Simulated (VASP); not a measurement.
MgS, 2 atoms in the cell. The structure is cubic, space group Fm-3m (No. 225). The conventional cell has a = 5.090 Å, b = 5.090 Å, c = 5.090 Å, α = 90.00°, β = 90.00°, γ = 90.00°. Mg (site symmetry m-3m) has 6 S at 2.54 Å within 3.4 Å. Within 3.4 Å of S (site symmetry m-3m) lie 6 Mg at 2.54 Å. 

- Program: VASP 6.6.1
- Task: single point
- Functional: LDA
- Potentials or basis: VASP PAW LDA potentials, release 64 (Mg_sv, S)
- Cutoff: 750 eV
- k mesh: 8 × 8 × 8
- Occupations: gaussian, width 0.01 eV
- Spin: no spin polarisation
- Dipole correction: no
- Mended: yes
- Further INCAR settings: ALGO = Normal; EDIFF = 1e-06; NBANDS = 15

Potentials or basis: VASP PAW LDA potentials, release 64 (Mg_sv, S).

Launch:

```sh
$ cat potpaw_LDA.64/Mg_sv/POTCAR potpaw_LDA.64/S/POTCAR > POTCAR
$ mpirun -np 1 vasp_std > vasp.out
```

Hardware: 1 thread of Intel(R) Xeon(R) 6975P-C (Granite Rapids) (shared host).

Question: Estimate the wall time of this run.

Answer: Run time: 6.9 s on 1 thread of Intel(R) Xeon(R) 6975P-C (Granite Rapids), with other jobs on the host, peak memory 0.15 GiB. Counts: scf iterations 12, k points 29.
